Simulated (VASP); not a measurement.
# CdSnO2 (P6/mmm) in VASP: single point with PBE

Aim: the single point of CdSnO2 with PBE.

All numbers are computed with VASP 6.6.1; they aren't measurements. Logs are shortened: lines on timing, memory, paths and dates and some standing lists are left out, and cuts for length are marked.

**1. The cell of the first run**

Symmetry: P6/mmm, No. 191, hexagonal system. The conventional cell has a = 3.714 Å, b = 3.714 Å, c = 7.930 Å, α = 90.00°, β = 90.00°, γ = 120.00°. Within 2.6 Å of Cd (site symmetry 6/mmm) lie 2 O at 1.96 Å. Sn (site symmetry 6/mmm) has 2 O at 2.00 Å within 2.7 Å. Within 2.6 Å of O (site symmetry 6mm) lie 1 Cd at 1.96 Å and 1 Sn at 2.00 Å.

The cell was generated, and may not be a known phase.

**2. Single point, PBE**

File INCAR:

```
SYSTEM = CdSnO2
PREC = Accurate
ENCUT = 700
EDIFF = 1E-6
ISMEAR = 0
SIGMA = 0.15
LREAL = .False.
LASPH = .True.
NELM = 120
ALGO = Normal
ISIF = 2
LWAVE = .False.
LCHARG = .False.
GGA = PE
NBANDS = 31
GGA_COMPAT = .False.
```

File KPOINTS:

```
regular mesh
0
Gamma
  5 5 2
  0 0 0
```

File POSCAR:

```
CdSnO2
1.0
    3.7137197111     -0.0000000032      0.0000000000
   -1.8568598528      3.2161756140      0.0000000000
    0.0000000000      0.0000000000      7.9297156232
Cd Sn O
1 1 2
Direct
    0.0000000000      0.0000000000      0.0000000000
    0.0000000000      0.0000000000      0.5000000000
    0.0000000000      0.0000000000      0.2472928146
    0.0000000000      0.0000000000      0.7527071854
```

Potentials or basis: VASP PAW PBE potentials, release 64 (Cd_sv_GW, Sn_d, O).

Started as:

```
> cat potpaw_PBE.64/Cd_sv_GW/POTCAR potpaw_PBE.64/Sn_d/POTCAR potpaw_PBE.64/O/POTCAR > POTCAR
> mpirun -np 1 vasp_std > vasp.out
```

OUTCAR:

```text
SYSTEM = CdSnO2
   PREC = Accurate
   ENCUT = 700
   EDIFF = 1E-6
   ISMEAR = 0
   LREAL = .False.
   LASPH = .True.
   NELM = 120
   ISIF = 2
   GGA = PE

 ion  position               nearest neighbor table
   1  0.000  0.000  0.000-   3 1.96   4 1.96
   2  0.000  0.000  0.500-   3 2.00   4 2.00
   3  0.000  0.000  0.247-   1 1.96   2 2.00
   4  0.000  0.000  0.753-   1 1.96   2 2.00

  LATTYP: Found a hexagonal cell.
 ALAT       =     3.7137197111
 C/A-ratio  =     2.1352488179

  Lattice vectors:

 A1 = (   3.7137197111,  -0.0000000032,   0.0000000000)
 A2 = (  -1.8568598528,   3.2161756140,   0.0000000000)
 A3 = (   0.0000000000,   0.0000000000,   7.9297156232)

Analysis of symmetry for initial positions (statically):
=====================================================================
 Subroutine PRICEL returns:
 Original cell was already a primitive cell.

 Routine SETGRP: Setting up the symmetry group for a
 hexagonal supercell.

 Subroutine GETGRP returns: Found 24 space group operations
 (whereof 24 operations were pure point group operations)
 out of a pool of 24 trial point group operations.

The static configuration has the point symmetry D_6h.

Analysis of symmetry for dynamics (positions and initial velocities):
=====================================================================
 Subroutine PRICEL returns:
 Original cell was already a primitive cell.

 Routine SETGRP: Setting up the symmetry group for a
 hexagonal supercell.

 Subroutine GETGRP returns: Found 24 space group operations
 (whereof 24 operations were pure point group operations)
 out of a pool of 24 trial point group operations.

The dynamic configuration has the point symmetry D_6h.

 Subroutine INISYM returns: Found 24 space group operations
 (whereof 24 operations are pure point group operations),
 and found     1 'primitive' translations

----------------------------------------------------------------------------------------

                                     Primitive cell

  volume of cell :      94.7123

  direct lattice vectors                    reciprocal lattice vectors
     3.713719711 -0.000000003  0.000000000     0.269271802  0.155464147  0.000000000
    -1.856859853  3.216175614  0.000000000     0.000000000  0.310928295  0.000000000
     0.000000000  0.000000000  7.929715623     0.000000000  0.000000000  0.126107927

  length of vectors
     3.713719711  3.713719711  7.929715623     0.310928295  0.310928295  0.126107927

  position of ions in fractional coordinates (direct lattice)
     0.000000000  0.000000000  0.000000000
     0.000000000  0.000000000  0.500000000
     0.000000000  0.000000000  0.247292815
     0.000000000  0.000000000  0.752707185

  ion indices of the primitive-cell ions
   primitive index   ion index
                 1           1
                 2           2
                 3           3
                 4           4

----------------------------------------------------------------------------------------

 KPOINTS: regular mesh

Automatic generation of k-mesh.
 Grid dimensions read from file:
 generate k-points for:    5    5    2

 Generating k-lattice:

  Cartesian coordinates                     Fractional coordinates (reciprocal lattice)
     0.053854360  0.031092829  0.000000000     0.200000000 -0.000000000  0.000000000
     0.000000000  0.062185659  0.000000000     0.000000000  0.200000000  0.000000000
     0.000000000  0.000000000  0.063053964     0.000000000  0.000000000  0.500000000

  Length of vectors
     0.062185659  0.062185659  0.063053964

  Shift w.r.t. Gamma in fractional coordinates (k-lattice)
     0.000000000  0.000000000  0.000000000

 Subroutine IBZKPT returns following result:
 ===========================================

 Found     10 irreducible k-points:

 Following reciprocal coordinates:
            Coordinates               Weight
  0.000000  0.000000  0.000000      1.000000
  0.200000  0.000000  0.000000      6.000000
  0.400000  0.000000  0.000000      6.000000
  0.200000  0.200000  0.000000      6.000000
  0.400000  0.200000  0.000000      6.000000
  0.000000  0.000000  0.500000      1.000000
  0.200000  0.000000  0.500000      6.000000
  0.400000  0.000000  0.500000      6.000000
  0.200000  0.200000  0.500000      6.000000
  0.400000  0.200000  0.500000      6.000000
   k-points           NKPTS =     10   k-points in BZ     NKDIM =     10   number of bands    NBANDS=     31
   number of dos      NEDOS =    301   number of ions     NIONS =      4
   total plane-waves  NPLWV =  71680
   dimension x,y,z NGX =    32 NGY =   32 NGZ =   70
   dimension x,y,z NGXF=    64 NGYF=   64 NGZF=  140
   ions per type =               1   1   2
   NGX,Y,Z   is equivalent  to a cutoff of  14.32, 14.32, 14.68 a.u.
   NGXF,Y,Z  is equivalent  to a cutoff of  28.65, 28.65, 29.35 a.u.
 SYSTEM =  CdSnO2
   PREC   = accura    normal or accurate (medium, high low for compatibility)
   ISTART =      0    job   : 0-new  1-cont  2-samecut
   ICHARG =      2    charge: 1-file 2-atom 10-const
   ISPIN  =      1    spin polarized calculation?
   LNONCOLLINEAR =      F non collinear calculations
   LSORBIT =      F    spin-orbit coupling
   LASPH  =      T    aspherical Exc in radial PAW
   ENCUT  =  700.0 eV  51.45 Ry    7.17 a.u.   8.01  8.01 17.11*2*pi/ulx,y,z
   NELM   =    120;   NELMIN=  2; NELMDL= -5     # of ELM steps
   EDIFF  = 0.1E-05   stopping-criterion for ELM
   LREAL  =      F    real-space projection
   EDIFFG = 0.1E-04   stopping-criterion for IOM
   NSW    =      0    number of steps for IOM
   IBRION =     -1    ionic relax: 0-MD 1-quasi-New 2-CG
   NFREE  =      0    steps in history (QN), initial steepest desc. (CG)
   ISIF   =      2    stress and relaxation
   ISYM   =      2    0-nonsym 1-usesym 2-fastsym
   POTIM  = 0.5000    time-step for ionic-motion
   TEBEG  =    0.0;   TEEND  =   0.0 temperature during run
   PSTRESS=    0.0 pullay stress
   NELECT =      46.0000    total number of electrons
   NUPDOWN=      -1.0000    fix difference up-down
   EMIN   =  10.00;   EMAX   =-10.00  energy-range for DOS
   EFERMI =   0.00;   METHOD = LEGACY
   ISMEAR =     0;   SIGMA  =   0.15  broadening in eV -4-tet -1-fermi 0-gaus
   EFERMI_NEDOS =   21; number of points for ismear=-14 and -15
   IALGO  =     38    algorithm
   IMIX   =      4    mixing-type and parameters
     AMIX     =   0.40;   BMIX     =  1.00
     AMIX_MAG =   1.60;   BMIX_MAG =  1.00
  volume/ion in A,a.u.               =      23.68       159.79
  Fermi-wavevector in a.u.,A,eV,Ry     =   1.286842  2.431779 22.530741  1.655963
  Thomas-Fermi vector in A             =   2.418892
   LORBIT       =      0    0 simple, 1 ext, 2 COOP (PROOUT), +10 PAW based schemes
   GGA     = PE    functional components
   LHFCALC =     F    Hartree Fock is set to
   AEXX    =    0.0000 exact exchange contribution
   IVDW    =     0    specifies the selected vdW correction
   LEPSILON=     F    determine dielectric tensor
   LRPA    =     F    only Hartree local field effects (RPA)
 non-spin polarized calculation
 Gauss-broadening in eV      SIGMA  =   0.15
  energy-cutoff  :      700.00
  volume of cell :       94.71
 maximum number of plane-waves:      4012
   NGX = 17   NGY = 17   NGZ = 35

 number of electron      45.9999996 magnetization

 Free energy of the ion-electron system (eV)
  ---------------------------------------------------
  ext. energy  EPLUGINS =         0.00000000
  ---------------------------------------------------
  free energy    TOTEN  =       -15.87274685 eV

  energy without entropy =      -15.85293803  energy(sigma->0) =      -15.86284244

 E-fermi :   2.1692     XC(G=0):  -8.5925

 val. band max:        2.1412938314   @ k =   0.4000   0.2000   0.0000
 cond. band min:       2.1975468449   @ k =   0.4000   0.0000   0.0000
 fundamental gap:      0.0562530135
 Fermi energy:         2.1691983609

 k-point     1 :       0.0000    0.0000    0.0000
  band No.  band energies     occupation
      1    -100.1757      2.00000
      2     -61.2607      2.00000
      3     -61.2607      2.00000
      4     -61.1610      2.00000
      5     -19.3875      2.00000
      6     -19.1807      2.00000
[... 23 lines left out ...]
     30      13.0389      0.00000
     31      13.0391      0.00000

 k-point     2 :       0.2000    0.0000    0.0000
  band No.  band energies     occupation
      1    -100.1757      2.00000
      2     -61.2615      2.00000
      3     -61.2609      2.00000
      4     -61.1609      2.00000
      5     -19.3794      2.00000
      6     -19.1820      2.00000
[... 23 lines left out ...]
     30      11.0777      0.00000
     31      11.6519      0.00000

 k-point     3 :       0.4000    0.0000    0.0000
  band No.  band energies     occupation
      1    -100.1757      2.00000
      2     -61.2626      2.00000
      3     -61.2613      2.00000
      4     -61.1608      2.00000
      5     -19.3673      2.00000
      6     -19.1835      2.00000
[... 23 lines left out ...]
     30      10.4028      0.00000
     31      11.4929      0.00000

 k-point     4 :       0.2000    0.2000    0.0000
  band No.  band energies     occupation
      1    -100.1757      2.00000
      2     -61.2622      2.00000
      3     -61.2614      2.00000
      4     -61.1609      2.00000
      5     -19.3689      2.00000
      6     -19.1773      2.00000
[... 159 lines left out ...]
     30      10.3314      0.00000
     31      11.1446      0.00000

 k-point     9 :       0.2000    0.2000    0.5000
  band No.  band energies     occupation
      1    -100.1757      2.00000
      2     -61.2622      2.00000
      3     -61.2614      2.00000
      4     -61.1609      2.00000
      5     -19.3599      2.00000
      6     -19.1773      2.00000
[... 23 lines left out ...]
     30      10.3534      0.00000
     31      12.1376      0.00000

 k-point    10 :       0.4000    0.2000    0.5000
  band No.  band energies     occupation
      1    -100.1757      2.00000
      2     -61.2626      2.00000
      3     -61.2617      2.00000
      4     -61.1608      2.00000
      5     -19.3534      2.00000
      6     -19.1701      2.00000
[... 23 lines left out ...]
     30      11.2792      0.00000
     31      11.7116      0.00000

------------------------ aborting loop because EDIFF is reached ----------------------------------------

  FORCE on cell =-STRESS in cart. coord.  units (eV):
  Direction    XX          YY          ZZ          XY          YZ          ZX
  --------------------------------------------------------------------------------------
  -------------------------------------------------------------------------------------
  Total        0.1889742      0.1889742      0.0950225     -0.0000000      0.0000000     -0.0000000
  in kB        3.1967353      3.1967353      1.6074244     -0.0000000      0.0000000     -0.0000000
  external PRESSURE =       2.6669650 kB  Pullay stress =       0.0000000 kB

 VOLUME and BASIS-vectors are now :
 -----------------------------------------------------------------------------
  energy-cutoff  :      700.00
  volume of cell :       94.71
      direct lattice vectors                 reciprocal lattice vectors
     3.713719711 -0.000000003  0.000000000     0.269271802  0.155464147  0.000000000
    -1.856859853  3.216175614  0.000000000     0.000000000  0.310928295  0.000000000
     0.000000000  0.000000000  7.929715623     0.000000000  0.000000000  0.126107927

 POSITION                                       TOTAL-FORCE (eV/Angst)
 -----------------------------------------------------------------------------------
      0.00000      0.00000      0.00000        -0.000000      0.000000      0.000000
      0.00000      0.00000      3.96486        -0.000000      0.000000      0.000000
      0.00000      0.00000      1.96096         0.000000     -0.000000     -0.001286
      0.00000      0.00000      5.96875        -0.000000      0.000000      0.001286
 -----------------------------------------------------------------------------------
    total drift:                                0.000000     -0.000000      0.000000

  FREE ENERGIE OF THE ION-ELECTRON SYSTEM (eV)
  ---------------------------------------------------
  free  energy   TOTEN  =       -15.8727468486 eV

  energy  without entropy=      -15.8529380309  energy(sigma->0) =      -15.86284244
```

Wall time 47 s (1 thread of Intel Xeon Platinum 8259CL at 2.50GHz (Skylake/Cascade Lake), shared host); peak memory 0.28 GiB.

What came out:

```
Free energy            : -15.8727 eV
Pressure               : 0.3 GPa
Band gap on the k mesh : zero (bands 23 and 24 overlap by 0.33 eV)
```

Caveat: the k points lie up to 0.40 Å⁻¹ apart; semilocal functionals underestimate gaps, and a narrow one can read as zero; spin-orbit coupling is left out, which moves the levels of the heavy elements.

The gap in the log of VASP goes by the Fermi energy; the results here count the filled bands.